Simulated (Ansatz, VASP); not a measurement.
**Pd: VASP beside Ansatz**

```
CELL_PARAMETERS angstrom
0.00000 1.90520 1.90520
1.90520 0.00000 1.90520
1.90520 1.90520 0.00000
ATOMIC_POSITIONS crystal
Pd 0.00000 0.00000 0.00000
```

Change from the starting cell: volume scaled by 0.94, PAW files.

Alike in both runs: task electric field gradients; functional LDA; k mesh 18 × 18 × 18; occupations fermi-dirac, width 0.05 eV; no spin polarisation.

```csv
,VASP,Ansatz
version,VASP 6.6.1,Ansatz 0.2.0
potentials or method,"VASP PAW LDA potentials, release 64 (Pd)","PAW with Ansatz's default frozen-core files, scalar-relativistic"
plane-wave cutoff (eV),520,420
valence electrons in the cell,10,18
```

```tsv
	VASP	Ansatz	Ansatz less VASP
pressure (GPa)	5.8	5.5	-0.29
```

LDA's correlation is that of Perdew and Zunger in VASP and of Perdew and Wang (1992) in Ansatz. VASP's potentials hold 10 valence electrons a cell and Ansatz's 18, so a difference there can come from the potentials and not from the codes.
